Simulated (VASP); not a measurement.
# TaSi2 (P6_422) in VASP: notebook, part 2 of 2

VASP 6.6.1. The steps go on from the part before.

**5. Single point, PBEsol (strain -0.015 along x and y, +0.000 along z)**

The input, INCAR:

```
ALGO = Normal ; EDIFF = 1E-6
ENCUT = 520 ; GGA = PS
ISIF = 2 ; ISMEAR = 0
LASPH = True ; LCHARG = False
LREAL = False ; LWAVE = False
NBANDS = 38 ; NELM = 100
PREC = Accurate ; SIGMA = 0.15
```

The input, KPOINTS:

```
k-points
0
Gamma
  12 12 6
```

The input, POSCAR:

```
TaSi2
1.0
    4.6895753855      0.0000000000      0.0000000000
   -2.3447876927      4.0612914168      0.0000000000
    0.0000000000      0.0000000000      6.5561430408
Ta Si
3 6
Direct
    0.5000000000      0.0000000000      0.0000000000
    0.5000000000      0.5000000000      0.6666666667
    0.0000000000      0.5000000000      0.3333333333
    0.1592827538      0.3185655077      0.0000000000
    0.8407172462      0.1592827538      0.6666666667
    0.6814344923      0.8407172462      0.3333333333
    0.8407172462      0.6814344923      0.0000000000
    0.1592827538      0.8407172462      0.6666666667
    0.3185655077      0.1592827538      0.3333333333
```

The run is started by

```
$ cat potpaw_PBE.64/Ta_pv/POTCAR potpaw_PBE.64/Si/POTCAR > POTCAR
$ mpirun -np 1 vasp_std > vasp.out
```

Wall time 2 min (1 thread of Intel Xeon 6975P-C (Granite Rapids), shared host); peak memory 0.42 GiB.

It converged, with:

- Free energy: -77.2703 eV
- Pressure: 6.4 GPa
- Largest force: 0.063 eV/Å
- Band gap on the k mesh: zero (an odd number of electrons rules out a gap without spin polarisation)

Forces in eV/Å, atoms in the order of the input:
```
Ta   0.000  0.000  0.000
Ta   0.000  0.000  0.000
Ta   0.000  0.000  0.000
Si   0.000  0.063  0.000
Si  -0.055  0.032  0.000
Si  -0.055 -0.032  0.000
Si   0.000 -0.063  0.000
Si   0.055 -0.032  0.000
Si   0.055  0.032  0.000
```

Stress tensor (GPa, compression positive):
```
7.85 0.00 0.00
0.00 7.85 0.00
0.00 0.00 3.58
```

Levels at points of the mesh, in eV from the Fermi level:
| k point | band 25 | band 26 | band 27 | band 28 | band 29 | band 30 | band 31 | band 32 | band 33 | band 34 |
| --- | --- | --- | --- | --- | --- | --- | --- | --- | --- | --- |
| (0.00, 0.00, 0.00) | -2.49 | -2.33 | -2.24 | -2.24 | -1.42 | 0.65 | 3.12 | 3.12 | 3.65 | 3.77 |
| (0.50, 0.00, 0.00) | -2.10 | -1.12 | -0.86 | -0.18 | -0.02 | 0.88 | 1.27 | 1.81 | 1.97 | 2.35 |
| (0.00, 0.00, 0.50) | -2.37 | -1.89 | -1.70 | -1.70 | 1.01 | 1.01 | 2.83 | 2.83 | 3.55 | 3.57 |
| (0.50, 0.00, 0.50) | -2.14 | -2.13 | -1.91 | -0.72 | -0.13 | 1.63 | 2.12 | 2.69 | 2.73 | 2.76 |

Caveat: the cell differs from its parent crystal (strain -0.015 along x and y, +0.000 along z); the cell stands under pressure; the PAW data sets were made with another functional, which shifts forces and pressure a little; spin-orbit coupling is left out, which moves the levels of the heavy elements.

**6. Single point, PBEsol (strain +0.030 along x and y, +0.030 along z)**

The input, INCAR:

```
SYSTEM = TaSi2
PREC     = Accurate       ! precision mode
ENCUT    = 520            ! plane-wave cutoff, eV
EDIFF    = 1E-6           ! SCF threshold, eV
ISMEAR   = 0              ! smearing method
SIGMA    = 0.15           ! smearing width, eV
LREAL    = .False.        ! projectors in reciprocal space
LASPH    = .True.         ! aspherical terms in the spheres
NELM     = 60             ! most SCF steps
ALGO     = Normal         ! electronic algorithm
ISIF     = 2              ! what is computed and relaxed
LWAVE    = .False.        ! write WAVECAR
LCHARG   = .False.        ! write CHGCAR
GGA      = PS             ! functional
NBANDS   = 38             ! bands
```

The input, KPOINTS:

```
regular mesh
0
Gamma
  12 12 6
  0 0 0
```

POSCAR, as its differences from that of step 5:

```diff
@@ -2,5 +2,5 @@
 1.0
-    4.6895753855      0.0000000000      0.0000000000
-   -2.3447876927      4.0612914168      0.0000000000
-    0.0000000000      0.0000000000      6.5561430408
+    4.9038199463      0.0000000000      0.0000000000
+   -2.4519099731      4.2468326491      0.0000000000
+    0.0000000000      0.0000000000      6.7528273320
 Ta Si
```

Potentials or basis: VASP PAW PBE potentials, release 64 (Ta_pv, Si).

The run is started by

```
$ cat potpaw_PBE.64/Ta_pv/POTCAR potpaw_PBE.64/Si/POTCAR > POTCAR
$ mpirun -np 1 vasp_std > vasp.out
```

It took 11 min on 1 thread of AMD EPYC, shared host; peak memory 0.42 GiB.

Results (log left out):

| Item | Value |
| --- | --- |
| Free energy | -76.8015 eV |
| Pressure | -14.3 GPa |
| Largest force | 0.022 eV/Å |
| Band gap on the k mesh | zero (an odd number of electrons rules out a gap without spin polarisation) |

Forces in eV/Å, atoms in the order of the input:
```
Ta   0.000  0.000  0.000
Ta   0.000  0.000  0.000
Ta   0.000  0.000  0.000
Si   0.000  0.022  0.000
Si  -0.019  0.011  0.000
Si  -0.019 -0.011  0.000
Si   0.000 -0.022  0.000
Si   0.019 -0.011  0.000
Si   0.019  0.011  0.000
```

Stress tensor (GPa, compression positive):
```
-13.40   0.00   0.00
  0.00 -13.40   0.00
  0.00   0.00 -16.12
```

Levels at points of the mesh, in eV from the Fermi level:
| k point | band 26 | band 27 | band 28 | band 29 | band 30 | band 31 | band 32 | band 33 |
| --- | --- | --- | --- | --- | --- | --- | --- | --- |
| (0.00, 0.00, 0.00) | -2.33 | -2.03 | -2.03 | -1.45 | 0.69 | 2.74 | 2.74 | 2.89 |
| (0.50, 0.00, 0.00) | -0.98 | -0.66 | -0.06 | -0.04 | 0.82 | 1.00 | 1.45 | 1.78 |
| (0.00, 0.00, 0.50) | -1.95 | -1.73 | -1.73 | 1.02 | 1.02 | 2.24 | 2.24 | 2.97 |
| (0.50, 0.00, 0.50) | -1.89 | -1.78 | -0.63 | -0.25 | 1.40 | 1.74 | 2.28 | 2.28 |

Caveat: the cell differs from its parent crystal (strain +0.030 along x and y, +0.030 along z); the cell stands under tension; the PAW data sets were made with another functional, which shifts forces and pressure a little; spin-orbit coupling is left out, which moves the levels of the heavy elements.

**7. The runs side by side**

```tsv
cell	gap on the mesh (eV)	pressure (GPa)	largest force (eV/Å)
a = 4.618, b = 4.618, c = 6.654 Å, angles 90.0, 90.0, 120.0°, 9 atoms	none	9.8	0.19
a = 4.618, b = 4.618, c = 6.753 Å, angles 90.0, 90.0, 120.0°, 9 atoms	none	6.5	0.23
a = 4.761, b = 4.761, c = 6.359 Å, angles 90.0, 90.0, 120.0°, 9 atoms	none	7.9	0.11
a = 4.690, b = 4.690, c = 6.556 Å, angles 90.0, 90.0, 120.0°, 9 atoms	none	6.4	0.06
a = 4.904, b = 4.904, c = 6.753 Å, angles 90.0, 90.0, 120.0°, 9 atoms	none	-14.3	0.02
```

Alike in all rows: task single point; level PBEsol; potentials or basis VASP PAW PBE potentials, release 64 (Ta_pv, Si); no spin polarisation; k mesh 12 × 12 × 6; cutoff (eV) 520; smearing gaussian 0.15 eV.

Caveats: the PAW data sets were made with another functional, which shifts forces and pressure a little; spin-orbit coupling is left out, which moves the levels of the heavy elements; the cell stands under pressure (at least some runs); the cell stands under tension (at least some runs).

Absolute energies hang on the potentials; compare differences alone.
